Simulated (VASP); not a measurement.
# Ag (Fm-3m) in VASP: a series of runs

Runs on Ag. Level: r2SCAN. Tasks: single point.

Everything below comes from runs of VASP 6.6.1. Logs are shortened: lines on timing, memory, paths and dates and some standing lists are left out, and cuts for length are marked.

## 1. The cell of the first run

The structure is cubic, space group Fm-3m (No. 225). The conventional cell has a = 4.104 Å, b = 4.104 Å, c = 4.104 Å, α = 90.00°, β = 90.00°, γ = 90.00°. Ag (site symmetry m-3m) has 12 Ag at 2.90 Å within 3.8 Å.

## 2. Single point, r2SCAN

File POSCAR:

```
Ag
1.0
    0.0000000000      2.0521634861      2.0521634861
    2.0521634861      0.0000000000      2.0521634861
    2.0521634861      2.0521634861      0.0000000000
Ag
1
Direct
    0.0000000000      0.0000000000      0.0000000000
```

File INCAR.step1:

```
SYSTEM = Ag
ALGO = Normal
EDIFF = 1E-4
ENCUT = 520
GGA = PE
ISMEAR = 0
LASPH = .True.
LCHARG = .False.
LREAL = .False.
LWAVE = .True.
NBANDS = 12
NELM = 100
PREC = Accurate
SIGMA = 0.1
```

File INCAR.step2:

```
SYSTEM = Ag
ALGO = Normal
EDIFF = 1E-6
ENCUT = 520
ISIF = 2
ISMEAR = 0
ISTART = 1
LASPH = .True.
LCHARG = .False.
LMIXTAU = .True.
LREAL = .False.
LWAVE = .False.
METAGGA = R2SCAN
NBANDS = 12
NELM = 100
PREC = Accurate
SIGMA = 0.1
```

File KPOINTS:

```
k-points
0
Gamma
  18 18 18
  0 0 0
```

Potentials or basis: VASP PAW PBE potentials, release 64 (Ag).

The run is started by

```console
> cat potpaw_PBE.64/Ag/POTCAR > POTCAR
> cp INCAR.step1 INCAR
> mpirun -np 1 vasp_std > vasp.out
> cp INCAR.step2 INCAR
> mpirun -np 1 vasp_std > vasp.out
```

OUTCAR:

```text
SYSTEM = Ag
   EDIFF = 1E-6
   ENCUT = 520
   ISIF = 2
   ISMEAR = 0
   ISTART = 1
   LASPH = .True.
   LREAL = .False.
   METAGGA = R2SCAN
   NELM = 100
   PREC = Accurate

 ion  position               nearest neighbor table
   1  0.000  0.000  0.000-

  LATTYP: Found a face centered cubic cell.
 ALAT       =     4.1043269722

  Lattice vectors:

 A1 = (   0.0000000000,   2.0521634861,   2.0521634861)
 A2 = (   2.0521634861,   0.0000000000,   2.0521634861)
 A3 = (   2.0521634861,   2.0521634861,   0.0000000000)

Analysis of symmetry for initial positions (statically):
=====================================================================
 Subroutine PRICEL returns:
 Original cell was already a primitive cell.

 Routine SETGRP: Setting up the symmetry group for a
 face centered cubic supercell.

 Subroutine GETGRP returns: Found 48 space group operations
 (whereof 48 operations were pure point group operations)
 out of a pool of 48 trial point group operations.

The static configuration has the point symmetry O_h .

Analysis of symmetry for dynamics (positions and initial velocities):
=====================================================================
 Subroutine PRICEL returns:
 Original cell was already a primitive cell.

 Routine SETGRP: Setting up the symmetry group for a
 face centered cubic supercell.

 Subroutine GETGRP returns: Found 48 space group operations
 (whereof 48 operations were pure point group operations)
 out of a pool of 48 trial point group operations.

The dynamic configuration has the point symmetry O_h .

 Subroutine INISYM returns: Found 48 space group operations
 (whereof 48 operations are pure point group operations),
 and found     1 'primitive' translations

----------------------------------------------------------------------------------------

                                     Primitive cell

  volume of cell :      17.2849

  direct lattice vectors                    reciprocal lattice vectors
     0.000000000  2.052163486  2.052163486    -0.243645306  0.243645306  0.243645306
     2.052163486  0.000000000  2.052163486     0.243645306 -0.243645306  0.243645306
     2.052163486  2.052163486  0.000000000     0.243645306  0.243645306 -0.243645306

  length of vectors
     2.902197434  2.902197434  2.902197434     0.422006049  0.422006049  0.422006049

  position of ions in fractional coordinates (direct lattice)
     0.000000000  0.000000000  0.000000000

  ion indices of the primitive-cell ions
   primitive index   ion index
                 1           1

----------------------------------------------------------------------------------------

 KPOINTS: k-points

Automatic generation of k-mesh.
 Grid dimensions read from file:
 generate k-points for:   18   18   18

 Generating k-lattice:

  Cartesian coordinates                     Fractional coordinates (reciprocal lattice)
    -0.013535850  0.013535850  0.013535850     0.055555556  0.000000000  0.000000000
     0.013535850 -0.013535850  0.013535850     0.000000000  0.055555556  0.000000000
     0.013535850  0.013535850 -0.013535850     0.000000000  0.000000000  0.055555556

  Length of vectors
     0.023444780  0.023444780  0.023444780

  Shift w.r.t. Gamma in fractional coordinates (k-lattice)
     0.000000000  0.000000000  0.000000000

 Subroutine IBZKPT returns following result:
 ===========================================

 Found    195 irreducible k-points:

 Following reciprocal coordinates:
            Coordinates               Weight
  0.000000  0.000000  0.000000      1.000000
  0.055556  0.000000  0.000000      8.000000
  0.111111  0.000000  0.000000      8.000000
  0.166667  0.000000  0.000000      8.000000
  0.222222  0.000000  0.000000      8.000000
  0.277778  0.000000  0.000000      8.000000
[... 16 lines left out ...]
 -0.277778  0.055556  0.000000     24.000000
 -0.222222  0.055556  0.000000     24.000000
 [... further k-points ...]
   k-points           NKPTS =    195   k-points in BZ     NKDIM =    195   number of bands    NBANDS=     12
   number of dos      NEDOS =    301   number of ions     NIONS =      1
   total plane-waves  NPLWV =  13824
   dimension x,y,z NGX =    24 NGY =   24 NGZ =   24
   dimension x,y,z NGXF=    48 NGYF=   48 NGZF=   48
   ions per type =               1
   NGX,Y,Z   is equivalent  to a cutoff of  13.75, 13.75, 13.75 a.u.
   NGXF,Y,Z  is equivalent  to a cutoff of  27.50, 27.50, 27.50 a.u.
 SYSTEM =  Ag
   PREC   = accura    normal or accurate (medium, high low for compatibility)
   ISTART =      1    job   : 0-new  1-cont  2-samecut
   ICHARG =      0    charge: 1-file 2-atom 10-const
   ISPIN  =      1    spin polarized calculation?
   LNONCOLLINEAR =      F non collinear calculations
   LSORBIT =      F    spin-orbit coupling
   LASPH  =      T    aspherical Exc in radial PAW
   ENCUT  =  520.0 eV  38.22 Ry    6.18 a.u.   5.40  5.40  5.40*2*pi/ulx,y,z
   NELM   =    100;   NELMIN=  2; NELMDL=  0     # of ELM steps
   EDIFF  = 0.1E-05   stopping-criterion for ELM
   LREAL  =      F    real-space projection
   EDIFFG = 0.1E-04   stopping-criterion for IOM
   NSW    =      0    number of steps for IOM
   IBRION =     -1    ionic relax: 0-MD 1-quasi-New 2-CG
   NFREE  =      0    steps in history (QN), initial steepest desc. (CG)
   ISIF   =      2    stress and relaxation
   ISYM   =      2    0-nonsym 1-usesym 2-fastsym
   POTIM  = 0.5000    time-step for ionic-motion
   TEBEG  =    0.0;   TEEND  =   0.0 temperature during run
   PSTRESS=    0.0 pullay stress
   NELECT =      11.0000    total number of electrons
   NUPDOWN=      -1.0000    fix difference up-down
   EMIN   =  10.00;   EMAX   =-10.00  energy-range for DOS
   EFERMI =   0.00;   METHOD = LEGACY
   ISMEAR =     0;   SIGMA  =   0.10  broadening in eV -4-tet -1-fermi 0-gaus
   EFERMI_NEDOS =   21; number of points for ismear=-14 and -15
   IALGO  =     38    algorithm
   IMIX   =      4    mixing-type and parameters
     AMIX     =   0.40;   BMIX     =  1.00
     AMIX_MAG =   1.60;   BMIX_MAG =  1.00
  volume/ion in A,a.u.               =      17.28       116.64
  Fermi-wavevector in a.u.,A,eV,Ry     =   1.408155  2.661027 26.978996  1.982900
  Thomas-Fermi vector in A             =   2.530341
   LORBIT       =      0    0 simple, 1 ext, 2 COOP (PROOUT), +10 PAW based schemes
   METAGGA = R2SCAN    functional components
   LHFCALC =     F    Hartree Fock is set to
   AEXX    =    0.0000 exact exchange contribution
   IVDW    =     0    specifies the selected vdW correction
   LEPSILON=     F    determine dielectric tensor
   LRPA    =     F    only Hartree local field effects (RPA)
 non-spin polarized calculation
 Gauss-broadening in eV      SIGMA  =   0.10
  energy-cutoff  :      520.00
  volume of cell :       17.28
 maximum number of plane-waves:       483
 NGX is ok and might be reduce to    24
   NGX = 11   NGY = 11   NGZ = 11

 number of electron      10.9999999 magnetization

 Free energy of the ion-electron system (eV)
  ---------------------------------------------------
  ext. energy  EPLUGINS =         0.00000000
  ---------------------------------------------------
  free energy    TOTEN  =       -21.36076405 eV

  energy without entropy =      -21.35975163  energy(sigma->0) =      -21.36025784

 E-fermi :   8.2112     XC(G=0): -12.8743

 val. band max:        8.1783657691   @ k =   0.5000   0.1667   0.0556
 cond. band min:       8.3329148671   @ k =   0.5000   0.3333   0.1111
 fundamental gap:      0.1545490979
 Fermi energy:         8.2111667442

 k-point     1 :       0.0000    0.0000    0.0000
  band No.  band energies     occupation
      1       0.3879      2.00000
      2       3.1542      2.00000
      3       3.1542      2.00000
      4       3.1542      2.00000
      5       4.1739      2.00000
      6       4.1739      2.00000
      7      24.8639      0.00000
      8      28.5071      0.00000
      9      28.5072      0.00000
     10      28.5072      0.00000
     11      33.4314      0.00000
     12      34.3945      0.00000

 k-point     2 :       0.0556    0.0000    0.0000
  band No.  band energies     occupation
      1       0.4868      2.00000
      2       3.1322      2.00000
      3       3.1812      2.00000
      4       3.1813      2.00000
      5       4.1636      2.00000
      6       4.1636      2.00000
      7      24.8749      0.00000
      8      27.6276      0.00000
      9      28.5389      0.00000
     10      28.5389      0.00000
     11      33.4870      0.00000
     12      34.3014      0.00000

 k-point     3 :       0.1111    0.0000    0.0000
  band No.  band energies     occupation
      1       0.7714      2.00000
      2       3.0826      2.00000
      3       3.2515      2.00000
      4       3.2515      2.00000
      5       4.1436      2.00000
      6       4.1436      2.00000
      7      24.5635      0.00000
      8      26.2015      0.00000
      9      28.6121      0.00000
     10      28.6121      0.00000
     11      32.6405      0.00000
     12      33.9562      0.00000

 k-point     4 :       0.1667    0.0000    0.0000
  band No.  band energies     occupation
      1       1.1898      2.00000
      2       3.0694      2.00000
      3       3.3291      2.00000
      4       3.3291      2.00000
      5       4.1491      2.00000
      6       4.1491      2.00000
      7      22.9540      0.00000
      8      25.7760      0.00000
      9      28.6589      0.00000
     10      28.6589      0.00000
     11      31.9091      0.00000
     12      33.3154      0.00000

 k-point     5 :       0.2222    0.0000    0.0000
  band No.  band energies     occupation
      1       1.5908      2.00000
      2       3.2583      2.00000
      3       3.3613      2.00000
      4       3.3613      2.00000
      5       4.2290      2.00000
      6       4.2290      2.00000
      7      20.7995      0.00000
      8      25.6112      0.00000
      9      28.5703      0.00000
     10      28.5704      0.00000
     11      31.7262      0.00000
     12      32.5842      0.00000
[... 228 lines left out ...]
      1       1.7159      2.00000
      2       3.1519      2.00000
      3       3.2087      2.00000
      4       4.6932      2.00000
      5       4.7623      2.00000
      6       6.7670      2.00000
      7      13.8284      0.00000
      8      24.1547      0.00000
      9      26.0379      0.00000
     10      27.3669      0.00000
     11      31.6945      0.00000
     12      32.0469      0.00000

 k-point    22 :      -0.3333    0.0556    0.0000
  band No.  band energies     occupation
      1       1.7898      2.00000
      2       3.2198      2.00000
      3       3.2702      2.00000
      4       4.4228      2.00000
      5       4.5527      2.00000
      6       5.6379      2.00000
      7      15.7816      0.00000
      8      24.4047      0.00000
      9      26.3766      0.00000
     10      28.2946      0.00000
     11      31.5068      0.00000
     12      31.7526      0.00000

 k-point    23 :      -0.2778    0.0556    0.0000
  band No.  band energies     occupation
      1       1.8419      2.00000
      2       3.2854      2.00000
      3       3.3437      2.00000
      4       3.9023      2.00000
      5       4.3240      2.00000
      6       4.8851      2.00000
      7      17.9132      0.00000
      8      24.7180      0.00000
      9      26.9019      0.00000
     10      29.3526      0.00000
     11      31.2024      0.00000
     12      31.3617      0.00000

 k-point    24 :      -0.2222    0.0556    0.0000
  band No.  band energies     occupation
      1       1.7570      2.00000
      2       3.2132      2.00000
      3       3.3962      2.00000
      4       3.4482      2.00000
      5       4.1319      2.00000
      6       4.5118      2.00000
      7      20.1263      0.00000
      8      25.0235      0.00000
      9      27.4547      0.00000
     10      30.0370      0.00000
     11      30.7157      0.00000
     12      31.6898      0.00000

 [... further k-points ...]
[... 5 lines left out ...]
  --------------------------------------------------------------------------------------
  -------------------------------------------------------------------------------------
  Total        0.0103968      0.0103968      0.0103968     -0.0000000      0.0000000      0.0000000
  in kB        0.9637026      0.9637026      0.9637026     -0.0000000      0.0000000      0.0000000
  external PRESSURE =       0.9637026 kB  Pullay stress =       0.0000000 kB

 VOLUME and BASIS-vectors are now :
 -----------------------------------------------------------------------------
  energy-cutoff  :      520.00
  volume of cell :       17.28
      direct lattice vectors                 reciprocal lattice vectors
     0.000000000  2.052163486  2.052163486    -0.243645306  0.243645306  0.243645306
     2.052163486  0.000000000  2.052163486     0.243645306 -0.243645306  0.243645306
     2.052163486  2.052163486  0.000000000     0.243645306  0.243645306 -0.243645306

 POSITION                                       TOTAL-FORCE (eV/Angst)
 -----------------------------------------------------------------------------------
      0.00000      0.00000      0.00000         0.000000      0.000000      0.000000
 -----------------------------------------------------------------------------------
    total drift:                               -0.000000      0.000000     -0.000000

  FREE ENERGIE OF THE ION-ELECTRON SYSTEM (eV)
  ---------------------------------------------------
  free  energy   TOTEN  =       -21.3607640534 eV

  energy  without entropy=      -21.3597516298  energy(sigma->0) =      -21.36025784
```

Run time: 91 s. Hardware: 1 thread of Intel Xeon 8259CL, shared host; peak memory 0.17 GiB.

What came out:

| Quantity | Value |
| --- | --- |
| Free energy | -21.3608 eV |
| Pressure | 0.1 GPa |
| Band gap on the k mesh | zero (an odd number of electrons rules out a gap without spin polarisation) |

Levels at points of the mesh, in eV from the Fermi level:
```
           k point  band 3  band 4  band 5  band 6  band 7  band 8  band 9  band 10
(0.00, 0.00, 0.00)   -5.06   -5.06   -4.04   -4.04   16.65   20.30   20.30    20.30
(0.50, 0.00, 0.00)   -5.08   -3.24   -3.24   -0.26    3.66   15.89   18.50    18.50
(0.50, 0.50, 0.00)   -3.28   -3.03   -3.03    1.77    6.90   11.10   11.10    17.55
```

Caveat: the PAW data sets were made with another functional, which shifts forces and pressure a little.

## 3. Single point, r2SCAN

File POSCAR:

```
Ag
1.0
    0.0000000000      2.0526239536      2.0526239536
    2.0526239536      0.0000000000      2.0526239536
    2.0526239536      2.0526239536      0.0000000000
Ag
1
Direct
    0.0000000000      0.0000000000      0.0000000000
```

File INCAR.step1:

```
SYSTEM = Ag
ALGO = Normal
EDIFF = 1E-4
ENCUT = 520
GGA = PE
ISMEAR = -1
LASPH = .TRUE.
LCHARG = .FALSE.
LREAL = .FALSE.
LWAVE = .TRUE.
NBANDS = 12
NELM = 60
PREC = Accurate
SIGMA = 0.15
```

File INCAR.step2:

```
SYSTEM = Ag
ALGO = Normal
EDIFF = 1E-6
ENCUT = 520
ISIF = 2
ISMEAR = -1
ISTART = 1
LASPH = .TRUE.
LCHARG = .FALSE.
LMIXTAU = .TRUE.
LREAL = .FALSE.
LWAVE = .FALSE.
METAGGA = R2SCAN
NBANDS = 12
NELM = 60
PREC = Accurate
SIGMA = 0.15
```

File KPOINTS:

```
k-points
0
G
  18 18 18
  0 0 0
```

Potentials or basis: VASP PAW PBE potentials, release 64 (Ag).

The run is started by

```console
> cat potpaw_PBE.64/Ag/POTCAR > POTCAR
> cp INCAR.step1 INCAR
> mpirun -np 1 vasp_std > vasp.out
> cp INCAR.step2 INCAR
> mpirun -np 1 vasp_std > vasp.out
```

Wall time 91 s (1 thread of Intel Xeon 8259CL, shared host); peak memory 0.18 GiB.

Results (log left out):

| Item | Value |
| --- | --- |
| Free energy | -21.3683 eV |
| Pressure | 0.1 GPa |
| Band gap on the k mesh | zero (an odd number of electrons rules out a gap without spin polarisation) |

Levels at points of the mesh, in eV from the Fermi level:
```tsv
k point	band 3	band 4	band 5	band 6	band 7	band 8	band 9	band 10
(0.00, 0.00, 0.00)	-5.10	-5.10	-4.08	-4.08	16.60	20.24	20.24	20.24
(0.50, 0.00, 0.00)	-5.13	-3.29	-3.29	-0.31	3.61	15.84	18.44	18.44
(0.50, 0.50, 0.00)	-3.32	-3.08	-3.08	1.73	6.85	11.05	11.05	17.49
```

Caveat: the PAW data sets were made with another functional, which shifts forces and pressure a little.

The gap in the log of VASP goes by the Fermi energy; the results here count the filled bands.